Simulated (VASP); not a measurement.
Here is a VASP 6.6.1 calculation.

INCAR

```
PREC = Accurate
ENCUT = 520
EDIFF = 1E-7
ISMEAR = -1
SIGMA = 0.02
LREAL = F
LASPH = T
NELM = 60
ALGO = Normal
ISIF = 2
LWAVE = F
LCHARG = T
LELF = T
LVHAR = T
NBANDS = 15
```

Contents of KPOINTS:

```
regular mesh
0
Gamma
  8 8 8
```

Contents of POSCAR:

```
SrO
1.0
    0.0000000000      2.5482040210      2.5482040210
    2.5482040210      0.0000000000      2.5482040210
    2.5482040210      2.5482040210      0.0000000000
Sr O
1 1
Direct
    0.0000000000      0.0000000000      0.0000000000
    0.5000000000      0.5000000000      0.5000000000
```

Potentials or basis: VASP PAW LDA potentials, release 64 (Sr_sv, O).

Run with:

```console
$ cat potpaw_LDA.64/Sr_sv/POTCAR potpaw_LDA.64/O/POTCAR > POTCAR
$ mpirun -np 1 vasp_std > vasp.out
```

Problem. Predict the band gap on the k mesh.

Solution. 3.08 eV, indirect (least direct gap 3.14 eV).

Problem. Estimate the pressure.

Solution. -1.1 GPa.

 A k mesh can miss the band edges.
